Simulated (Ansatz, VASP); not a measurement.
# SnSe2: VASP beside Ansatz

```
Sn Se
1.0
    -3.81100    0.00000    0.00000
    -1.90550   -3.30042    0.00000
     0.00000    0.00000   12.77400
Sn Se
2 4
Direct
  0.00000 0.00000 0.72064
  0.00000 0.00000 0.24021
  0.33333 0.33333 0.84075
  0.33333 0.33333 0.36032
  0.66667 0.66667 0.12011
  0.66667 0.66667 0.60054
```

Alike in both runs: task single point; functional PBE; dispersion D3(BJ); k mesh 8 × 8 × 3; occupations gaussian, width 0.05 eV; no spin polarisation.

```csv
,VASP,Ansatz
version,VASP 6.6.1,Ansatz 0.2.0
potentials or method,"VASP PAW PBE potentials, release 64 (Sn_d, Se), cutoff 520 eV","scalar-relativistic, plane waves, PAW"
valence electrons in the cell,52,92
```

```tsv
	VASP	Ansatz	Ansatz less VASP
gap on the k mesh at the Fermi level (eV)	0.85	0.85	+0.003
least direct gap on the mesh (eV)	1.14	1.14	+0.002
pressure (GPa)	2.7	2.7	-0.08
traceless stress, the component that is largest in VASP (GPa)	0.75	0.75	-0.004
rms of the force components (eV/Å)	0.367	0.359	-0.0076
```

Atom by atom the forces differ by 0.008 eV/Å (rms over components). VASP's potentials hold 52 valence electrons a cell and Ansatz's 92, so a difference there can come from the potentials and not from the codes.
